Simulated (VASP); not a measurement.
# Te2Mo in VASP: further runs

Te2Mo is run at these levels: PBE+D3(BJ); tasks: single point.

Program: VASP 6.6.1. These are calculated values, not measurements. Logs are shortened: lines on timing, memory, paths and dates and some standing lists are left out, and cuts for length are marked.

## 1. The cell of the first run

The cell holds a slab with vacuum, 6 atoms: a = 3.504 Å, b = 3.504 Å, c = 24.768 Å, α = 90.00°, β = 90.00°, γ = 120.00°.

## 2. Single point, PBE+D3(BJ)

INCAR reads:

```
SYSTEM = Te2Mo
ALGO     = Normal         ! electronic algorithm
DIPOL    = 0.5 0.5 0.416
EDIFF    = 1E-7           ! SCF threshold, eV
ENCUT    = 520            ! plane-wave cutoff, eV
GGA      = PE             ! functional
IDIPOL   = 3            
ISIF     = 2              ! what is computed and relaxed
ISMEAR   = 0              ! smearing method
IVDW     = 12             ! dispersion correction
LASPH    = .TRUE.         ! aspherical terms in the spheres
LCHARG   = .FALSE.        ! write CHGCAR
LDIPOL   = .TRUE.       
LREAL    = .FALSE.        ! projectors in reciprocal space
LWAVE    = .FALSE.        ! write WAVECAR
NBANDS   = 35             ! bands
NELM     = 100            ! most SCF steps
PREC     = Accurate       ! precision mode
SIGMA    = 0.05           ! smearing width, eV
```

KPOINTS reads:

```
k-points
0
G
  9 9 1
  0 0 0
```

POSCAR reads:

```
Te2Mo
1.0
    3.5038816881      0.0000000000      0.0000000000
   -1.7519408440      3.0344505538      0.0000000000
    0.0000000000      0.0000000000     24.7677198395
Te Mo
4 2
Direct
    0.3333333333      0.6666666667      0.1816881017
    0.3333333333      0.6666666667      0.3284056818
    0.3333333333      0.6666666667      0.5032300107
    0.3333333333      0.6666666667      0.6499475908
    0.6666666667      0.3333333333      0.2550468917
    0.6666666667      0.3333333333      0.5765888008
```

Potentials or basis: VASP PAW PBE potentials, release 64 (Te, Mo_sv).

Launch:

```bash
$ cat potpaw_PBE.64/Te/POTCAR potpaw_PBE.64/Mo_sv/POTCAR > POTCAR
$ mpirun -np 1 vasp_std > vasp.out
```

OUTCAR:

```text
SYSTEM = Te2Mo
   EDIFF = 1E-7
   ENCUT = 520
   GGA = PE
   ISIF = 2
   ISMEAR = 0
   IVDW = 12
   LASPH = .TRUE.
   LREAL = .FALSE.
   NELM = 100
   PREC = Accurate
 IVDW          = 12

 ion  position               nearest neighbor table
   1  0.333  0.667  0.182-   5 2.72   5 2.72   5 2.72   2 3.63
   2  0.333  0.667  0.328-   5 2.72   5 2.72   5 2.72   1 3.63
   3  0.333  0.667  0.503-   6 2.72   6 2.72   6 2.72   4 3.63
   4  0.333  0.667  0.650-   6 2.72   6 2.72   6 2.72   3 3.63
   5  0.667  0.333  0.255-   1 2.72   1 2.72   1 2.72   2 2.72   2 2.72   2 2.72
   6  0.667  0.333  0.577-   4 2.72   4 2.72   4 2.72   3 2.72   3 2.72   3 2.72

  LATTYP: Found a hexagonal cell.
 ALAT       =     3.5038816881
 C/A-ratio  =     7.0686518679

  Lattice vectors:

 A1 = (   3.5038816881,   0.0000000000,   0.0000000000)
 A2 = (  -1.7519408440,   3.0344505538,   0.0000000000)
 A3 = (   0.0000000000,   0.0000000000,  24.7677198395)

Analysis of symmetry for initial positions (statically):
=====================================================================
 Subroutine PRICEL returns:
 Original cell was already a primitive cell.

 Routine SETGRP: Setting up the symmetry group for a
 hexagonal supercell.

 Subroutine GETGRP returns: Found 12 space group operations
 (whereof  6 operations were pure point group operations)
 out of a pool of 24 trial point group operations.

The static configuration has the point symmetry C_3v.
 The point group associated with its full space group is D_3h.

Analysis of symmetry for dynamics (positions and initial velocities):
=====================================================================
 Subroutine PRICEL returns:
 Original cell was already a primitive cell.

 Routine SETGRP: Setting up the symmetry group for a
 hexagonal supercell.

 Subroutine GETGRP returns: Found 12 space group operations
 (whereof  6 operations were pure point group operations)
 out of a pool of 24 trial point group operations.

The dynamic configuration has the point symmetry C_3v.
 The point group associated with its full space group is D_3h.

 Subroutine INISYM returns: Found 12 space group operations
 (whereof  6 operations are pure point group operations),
 and found     1 'primitive' translations

----------------------------------------------------------------------------------------

                                     Primitive cell

  volume of cell :     263.3392

  direct lattice vectors                    reciprocal lattice vectors
     3.503881688  0.000000000  0.000000000     0.285397764  0.164774476  0.000000000
    -1.751940844  3.034450554  0.000000000     0.000000000  0.329548952  0.000000000
     0.000000000  0.000000000 24.767719839     0.000000000  0.000000000  0.040375134

  length of vectors
     3.503881688  3.503881688 24.767719839     0.329548952  0.329548952  0.040375134

  position of ions in fractional coordinates (direct lattice)
     0.333333333  0.666666667  0.181688102
     0.333333333  0.666666667  0.328405682
     0.333333333  0.666666667  0.503230011
     0.333333333  0.666666667  0.649947591
     0.666666667  0.333333333  0.255046892
     0.666666667  0.333333333  0.576588801

  ion indices of the primitive-cell ions
   primitive index   ion index
                 1           1
                 2           2
                 3           3
                 4           4
                 5           5
                 6           6

----------------------------------------------------------------------------------------

 KPOINTS: k-points

Automatic generation of k-mesh.
 Grid dimensions read from file:
 generate k-points for:    9    9    1

 Generating k-lattice:

  Cartesian coordinates                     Fractional coordinates (reciprocal lattice)
     0.031710863  0.018308275  0.000000000     0.111111111  0.000000000  0.000000000
     0.000000000  0.036616550  0.000000000     0.000000000  0.111111111  0.000000000
     0.000000000  0.000000000  0.040375134     0.000000000  0.000000000  1.000000000

  Length of vectors
     0.036616550  0.036616550  0.040375134

  Shift w.r.t. Gamma in fractional coordinates (k-lattice)
     0.000000000  0.000000000  0.000000000

 Subroutine IBZKPT returns following result:
 ===========================================

 Found     12 irreducible k-points:

 Following reciprocal coordinates:
            Coordinates               Weight
  0.000000  0.000000  0.000000      1.000000
  0.111111  0.000000  0.000000      6.000000
  0.222222 -0.000000  0.000000      6.000000
  0.333333  0.000000  0.000000      6.000000
  0.444444 -0.000000  0.000000      6.000000
  0.111111  0.111111  0.000000      6.000000
  0.222222  0.111111  0.000000     12.000000
  0.333333  0.111111  0.000000     12.000000
  0.444444  0.111111  0.000000      6.000000
  0.222222  0.222222  0.000000      6.000000
  0.333333  0.222222  0.000000     12.000000
  0.333333  0.333333  0.000000      2.000000
   k-points           NKPTS =     12   k-points in BZ     NKDIM =     12   number of bands    NBANDS=     35
   number of dos      NEDOS =    301   number of ions     NIONS =      6
   total plane-waves  NPLWV = 150528
   dimension x,y,z NGX =    28 NGY =   28 NGZ =  192
   dimension x,y,z NGXF=    56 NGYF=   56 NGZF=  384
   ions per type =               4   2
   NGX,Y,Z   is equivalent  to a cutoff of  13.28, 13.28, 12.89 a.u.
   NGXF,Y,Z  is equivalent  to a cutoff of  26.57, 26.57, 25.77 a.u.
 SYSTEM =  Te2Mo
   PREC   = accura    normal or accurate (medium, high low for compatibility)
   ISTART =      0    job   : 0-new  1-cont  2-samecut
   ICHARG =      2    charge: 1-file 2-atom 10-const
   ISPIN  =      1    spin polarized calculation?
   LNONCOLLINEAR =      F non collinear calculations
   LSORBIT =      F    spin-orbit coupling
   LASPH  =      T    aspherical Exc in radial PAW
   ENCUT  =  520.0 eV  38.22 Ry    6.18 a.u.   6.51  6.51 46.05*2*pi/ulx,y,z
   NELM   =    100;   NELMIN=  2; NELMDL= -5     # of ELM steps
   EDIFF  = 0.1E-06   stopping-criterion for ELM
   LREAL  =      F    real-space projection
   EDIFFG = 0.1E-05   stopping-criterion for IOM
   NSW    =      0    number of steps for IOM
   IBRION =     -1    ionic relax: 0-MD 1-quasi-New 2-CG
   NFREE  =      0    steps in history (QN), initial steepest desc. (CG)
   ISIF   =      2    stress and relaxation
   ISYM   =      2    0-nonsym 1-usesym 2-fastsym
   POTIM  = 0.5000    time-step for ionic-motion
   TEBEG  =    0.0;   TEEND  =   0.0 temperature during run
   PSTRESS=    0.0 pullay stress
   NELECT =      52.0000    total number of electrons
   NUPDOWN=      -1.0000    fix difference up-down
   EMIN   =  10.00;   EMAX   =-10.00  energy-range for DOS
   EFERMI =   0.00;   METHOD = LEGACY
   ISMEAR =     0;   SIGMA  =   0.05  broadening in eV -4-tet -1-fermi 0-gaus
   EFERMI_NEDOS =   21; number of points for ismear=-14 and -15
   IALGO  =     38    algorithm
   IMIX   =      4    mixing-type and parameters
     AMIX     =   0.40;   BMIX     =  1.00
     AMIX_MAG =   1.60;   BMIX_MAG =  1.00
  volume/ion in A,a.u.               =      43.89       296.18
  Fermi-wavevector in a.u.,A,eV,Ry     =   0.953317  1.801508 12.365161  0.908814
  Thomas-Fermi vector in A             =   2.081961
   LORBIT       =      0    0 simple, 1 ext, 2 COOP (PROOUT), +10 PAW based schemes
   GGA     = PE    functional components
   LHFCALC =     F    Hartree Fock is set to
   AEXX    =    0.0000 exact exchange contribution
   IVDW    =    12    specifies the selected vdW correction
   LEPSILON=     F    determine dielectric tensor
   LRPA    =     F    only Hartree local field effects (RPA)
 non-spin polarized calculation
 Gauss-broadening in eV      SIGMA  =   0.05
  energy-cutoff  :      520.00
  volume of cell :      263.34
 maximum number of plane-waves:      7173
 NGX is ok and might be reduce to    28
   NGX = 13   NGY = 13   NGZ = 93

 dipolmoment           0.000000      0.000000      0.000124 electrons x Angstroem

 number of electron      52.0000000 magnetization

 dipolmoment           0.000000      0.000000     -0.000001 electrons x Angstroem

 Free energy of the ion-electron system (eV)
  ---------------------------------------------------
  ext. energy  EPLUGINS =         0.00000000
  ---------------------------------------------------
  free energy    TOTEN  =       -36.00687449 eV

  energy without entropy =      -36.00687449  energy(sigma->0) =      -36.00687449

 E-fermi :   2.8004     XC(G=0):  -6.4923

 val. band max:        2.4860341716   @ k =   0.3333   0.3333   0.0000
 cond. band min:       3.6542237541   @ k =   0.3333   0.3333   0.0000
 fundamental gap:      1.1681895826
 Fermi energy:         2.8003870099

 k-point     1 :       0.0000    0.0000    0.0000
  band No.  band energies     occupation
      1     -58.1821      2.00000
      2     -58.1821      2.00000
      3     -32.3589      2.00000
      4     -32.3589      2.00000
      5     -32.2148      2.00000
      6     -32.2148      2.00000
[... 27 lines left out ...]
     34       5.9719      0.00000
     35       6.6275      0.00000

 k-point     2 :       0.1111    0.0000    0.0000
  band No.  band energies     occupation
      1     -58.1809      2.00000
      2     -58.1809      2.00000
      3     -32.3554      2.00000
      4     -32.3554      2.00000
      5     -32.2307      2.00000
      6     -32.2307      2.00000
[... 27 lines left out ...]
     34       5.8238      0.00000
     35       6.8720      0.00000
[... 340 lines left out ...]
     34       6.5199      0.00000
     35       7.0398      0.00000

 k-point    12 :       0.3333    0.3333    0.0000
  band No.  band energies     occupation
      1     -58.1705      2.00000
      2     -58.1705      2.00000
      3     -32.3254      2.00000
      4     -32.3254      2.00000
      5     -32.3168      2.00000
      6     -32.3168      2.00000
[... 27 lines left out ...]
     34       6.7981      0.00000
     35       7.2658      0.00000

------------------------ aborting loop because EDIFF is reached ----------------------------------------

 vacuum level on the upper side and lower side of the slab       (xc-potential included)        -0.139        -0.137

 Edisp (eV)   -2.63683

 E8    (eV) :    -1.2487

  FORCE on cell =-STRESS in cart. coord.  units (eV):
  Direction    XX          YY          ZZ          XY          YZ          ZX
  --------------------------------------------------------------------------------------
  -------------------------------------------------------------------------------------
  Total      -0.19735    -0.19735    -0.40336    -0.00000     0.00000    -0.00000
  in kB      -1.20067    -1.20067    -2.45410    -0.00000     0.00000    -0.00000
  external pressure =       -1.62 kB  Pullay stress =        0.00 kB

 VOLUME and BASIS-vectors are now :
 -----------------------------------------------------------------------------
  energy-cutoff  :      520.00
  volume of cell :      263.34
      direct lattice vectors                 reciprocal lattice vectors
     3.503881688  0.000000000  0.000000000     0.285397764  0.164774476  0.000000000
    -1.751940844  3.034450554  0.000000000     0.000000000  0.329548952  0.000000000
     0.000000000  0.000000000 24.767719839     0.000000000  0.000000000  0.040375134

 POSITION                                       TOTAL-FORCE (eV/Angst)
 -----------------------------------------------------------------------------------
     -0.00000      2.02297      4.50000        -0.000000      0.000000     -0.006057
     -0.00000      2.02297      8.13386        -0.000000      0.000000      0.078251
     -0.00000      2.02297     12.46386        -0.000000      0.000000     -0.078251
     -0.00000      2.02297     16.09772        -0.000000     -0.000000      0.006057
      1.75194      1.01148      6.31693         0.000000      0.000000      0.008750
      1.75194      1.01148     14.28079        -0.000000      0.000000     -0.008750
 -----------------------------------------------------------------------------------
    total drift:                               -0.000001      0.000000     -0.000006

  FREE ENERGIE OF THE ION-ELECTRON SYSTEM (eV)
  ---------------------------------------------------
  free  energy   TOTEN  =       -38.6437091049 eV

  energy  without entropy=      -38.6437091049  energy(sigma->0) =      -38.64370910

 vacuum level on the upper side and lower side of the slab         7.192         7.196
```

Run time: 5.9 min. Hardware: 1 thread of AMD EPYC 7R13, shared host; peak memory 0.4 GiB.

What came out:

```yaml
Free_energy: -38.6437 eV
Largest_force: 0.078 eV/Å
Band_gap_on_the_k_mesh: 1.17 eV, direct
Dispersion_energy_per_atom: -0.439 eV
```

Forces in eV/Å, atoms in the order of the input:
```
Te   0.000  0.000 -0.006
Te   0.000  0.000  0.078
Te   0.000  0.000 -0.078
Te   0.000  0.000  0.006
Mo   0.000  0.000  0.009
Mo   0.000  0.000 -0.009
```

Caveat: spin-orbit coupling is left out, which moves the levels of the heavy elements.

## 3. Single point, PBE+D3(BJ)

INCAR reads:

```
SYSTEM = Te2Mo
ALGO = Normal ; DIPOL = 0.5 0.5 0.397
EDIFF = 1E-7 ; ENCUT = 520
GGA = PE ; IDIPOL = 3
ISIF = 2 ; ISMEAR = 0
IVDW = 12 ; LASPH = .True.
LCHARG = .False. ; LDIPOL = .True.
LREAL = .False. ; LWAVE = .False.
NBANDS = 35 ; NELM = 80
PREC = Accurate ; SIGMA = 0.05
```

KPOINTS reads:

```
k-points
0
Gamma
  9 9 1
  0 0 0
```

POSCAR reads:

```
Te2Mo
1.0
    3.5038816881      0.0000000000      0.0000000000
   -1.7519408440      3.0344505538      0.0000000000
    0.0000000000      0.0000000000     24.7677198395
Te Mo
4 2
Direct
    0.3333333333      0.6666666667      0.1816881017
    0.3333333333      0.6666666667      0.3284056818
    0.3333333333      0.6666666667      0.4656811364
    0.3333333333      0.6666666667      0.6123987165
    0.6666666667      0.3333333333      0.2550468917
    0.6666666667      0.3333333333      0.5390399264
```

Potentials or basis: VASP PAW PBE potentials, release 64 (Te, Mo_sv).

Launch:

```bash
$ cat potpaw_PBE.64/Te/POTCAR potpaw_PBE.64/Mo_sv/POTCAR > POTCAR
$ mpirun -np 1 vasp_std > vasp.out
```

Run time: 5.2 min. Hardware: 1 thread of AMD EPYC 7R13, shared host; peak memory 0.39 GiB.

Results (log left out):

* Free energy: -38.5090 eV
* Largest force: 0.569 eV/Å
* Band gap on the k mesh: 0.91 eV, indirect (least direct gap 1.12 eV)
* Dispersion energy per atom: -0.468 eV

Forces on the atoms (eV/Å):
```
Te   0.000  0.000 -0.001
Te   0.000  0.000 -0.569
Te   0.000  0.000  0.569
Te   0.000  0.000  0.001
Mo   0.000  0.000 -0.109
Mo   0.000  0.000  0.109
```

Levels at points of the mesh, in eV from the valence-band top:
| k point | band 22 | band 23 | band 24 | band 25 | band 26 | band 27 | band 28 | band 29 | band 30 | band 31 |
| --- | --- | --- | --- | --- | --- | --- | --- | --- | --- | --- |
| (0.00, 0.00, 0.00) | -0.99 | -0.96 | -0.96 | -0.89 | -0.04 | 2.87 | 2.87 | 3.11 | 3.11 | 3.25 |

Caveat: spin-orbit coupling is left out, which moves the levels of the heavy elements.
